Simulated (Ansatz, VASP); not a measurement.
**One calculation of MgO, two programs**

The input INCAR:

```
SYSTEM = MgO
PREC = Accurate
ENCUT = 520
EDIFF = 1E-6
ISMEAR = 0
SIGMA = 0.05
LREAL = .False.
LASPH = .True.
NELM = 80
ALGO = Normal
ISIF = 2
LWAVE = .False.
LCHARG = .False.
GGA = PS
NBANDS = 11
```

KPOINTS

```
regular mesh
0
Gamma
  10 10 10
  0 0 0
```

The input POSCAR:

```
MgO
1.0
    0.0000000000      2.1351500000      2.1351500000
    2.1351500000      0.0000000000      2.1351500000
    2.1351500000      2.1351500000      0.0000000000
Mg O
1 1
Direct
    0.0000000000      0.0000000000      0.0000000000
    0.4824368311      0.4824368311      0.5175631689
```

Input for Ansatz:

```yaml
crystal:
  lattice:
    - [0.0, 2.13515, 2.13515]
    - [2.13515, 0.0, 2.13515]
    - [2.13515, 2.13515, 0.0]
  atoms:
    - { symbol: Mg, position: [0.0, 0.0, 0.0] }
    - { symbol: O, position: [0.4824368311, 0.4824368311, 0.5175631689] }
basis:
  ecutwfc: 420
kpoints:
  mp_grid: { grid: [10, 10, 10] }
hamiltonian:
  xc: pbesol
scf:
  occupations: { method: gaussian, width: 0.05 }
output:
  forces: true
  stress: true
  eigenvalues: true
```

Change from the starting cell: all O atoms moved +0.075 Å, as atom 2 towards its neighbour atom 1 (Mg) at 2.135 Å.

Alike in both runs: task single point; functional PBEsol; k mesh 10 × 10 × 10; occupations gaussian, width 0.05 eV; no spin polarisation.

|  | VASP | Ansatz |
| --- | --- | --- |
| version | VASP 6.6.1 | Ansatz 0.2.0 |
| potentials or method | VASP PAW PBE potentials, release 64 (Mg, O), cutoff 520 eV | scalar-relativistic, plane waves, PAW |
| valence electrons in the cell | 8 | 16 |

|  | VASP | Ansatz | Ansatz less VASP |
| --- | --- | --- | --- |
| gap on the k mesh at the Fermi level (eV) | 4.25 | 4.25 | 0.000 |
| least direct gap on the mesh (eV) | 4.25 | 4.25 | 0.000 |
| pressure (GPa) | -5.8 | -5.3 | +0.55 |
| traceless stress, the component that is largest in VASP (GPa) | 1.14 | 1.13 | -0.014 |
| rms of the force components (eV/Å) | 0.199 | 0.197 | -0.0019 |

VASP's potentials were made for PBE, not for PBEsol. Atom by atom the forces differ by 0.002 eV/Å (rms over components). VASP's potentials hold 8 valence electrons a cell and Ansatz's 16, so a difference there can come from the potentials and not from the codes.
